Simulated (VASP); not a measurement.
Here is a VASP 6.6.1 calculation.

The input INCAR:

```
SYSTEM = Si8GeH4O16
  PREC = Accurate
  ENCUT = 520
  EDIFF = 1E-6
  ISMEAR = -1
  SIGMA = 0.02
  LREAL = .False.
  LASPH = .True.
  NELM = 120
  ALGO = Normal
  ISIF = 2
  LWAVE = .False.
  LCHARG = .False.
  GGA = PE
  IVDW = 12
  NBANDS = 93
  GGA_COMPAT = .False.
  NELMDL = -8
```

Contents of KPOINTS:

```
Automatic mesh
0
Gamma
  3 3 1
  0 0 0
```

File POSCAR:

```
Si8GeH4O16
1.0
    5.8463590000      0.0000000000      0.0000000000
    0.0000000000      5.3080000000      0.0000000000
    0.0000000000      0.0000000000     17.7098270000
Si O Ge H
8 16 1 4
Direct
    0.0000000000      0.0000000000      0.0564658254
    0.4999999145      0.2500000000      0.0564658254
    0.5001063055      0.0096493971      0.2431449500
    0.0001481264      0.2502761869      0.2293827037
    0.0000000000      0.5000000000      0.0564658254
    0.4999999145      0.7500000000      0.0564658254
    0.5001102396      0.4903980784      0.2435356935
    0.0001173380      0.7505753580      0.2340853471
    0.0000744053     -0.0046584401      0.1546390035
    0.1943999676      0.2500000000      0.0564658254
    0.5000573861     -0.0023929917      0.1134153371
    0.8056000324      0.2500000000      0.0564658254
    0.5001244364      0.1134334966      0.3375617955
    0.6920890421      0.2503434439      0.2179950149
    0.0001604417      0.0057036549      0.2886224129
    0.3081145034      0.2502803316      0.2179878437
    0.0000961282      0.5047132630      0.1546632838
    0.1943999676      0.7500000000      0.0564658254
    0.5000360053      0.5023302562      0.1131987342
    0.8056000324      0.7500000000      0.0564658254
    0.5000395973      0.3850131876      0.3377867553
    0.6862392474      0.7500082894      0.2354097530
    0.0001640337      0.4951446873      0.2885823786
    0.3139947444      0.7499973625      0.2354200298
    0.9903789692      0.6204376413      0.4660148289
    1.2123181283      0.7264510173      0.4326753728
    0.7818731282      0.7469628862      0.4298016576
    0.9800759755      0.3335423888      0.4565401458
    0.9876666828      0.6815523738      0.5515555855
```

Potentials or basis: VASP PAW PBE potentials, release 64 (Si, O, Ge_d, H).

Launch:

```bash
$ cat potpaw_PBE.64/Si/POTCAR potpaw_PBE.64/O/POTCAR potpaw_PBE.64/Ge_d/POTCAR potpaw_PBE.64/H/POTCAR > POTCAR
$ mpirun -np 1 vasp_std > vasp.out
```

Estimate the largest force.

6.720 eV/Å.

What does it give for the dispersion energy per atom?

-0.144 eV.

Predict the band gap on the k mesh.

0.07 eV (least direct gap 0.08 eV).

Forces in eV/Å, atoms in the order of the input:
```
Si   0.001 -0.138  6.703
Si   0.000 -0.054  0.224
Si   0.002 -0.046 -0.076
Si  -0.004 -0.003 -0.087
Si   0.001  0.138  6.719
Si   0.000  0.053 -0.297
Si  -0.001  0.049 -0.095
Si   0.000 -0.008 -0.066
O   -0.001  0.001  0.069
O   -1.440 -0.001 -3.273
O   -0.002  0.003  0.074
O    1.443  0.000 -3.272
O   -0.003 -0.204  0.066
O    0.035 -0.004  0.005
O   -0.001  0.012  0.074
O   -0.032  0.002  0.005
O   -0.001  0.006  0.069
O   -1.333  0.000 -3.539
O   -0.001 -0.003  0.085
O    1.337 -0.001 -3.537
O    0.000  0.205  0.071
O    0.011  0.001  0.004
O   -0.003 -0.008  0.072
O   -0.010  0.001  0.003
Ge   0.003 -0.010  0.006
H   -0.030 -0.009  0.012
H    0.029 -0.015  0.016
H    0.001  0.046  0.003
H   -0.002 -0.013 -0.039
```

Caveat: there is no dipole correction, which matters where the two faces differ; semilocal functionals underestimate gaps, and a narrow one can read as zero.
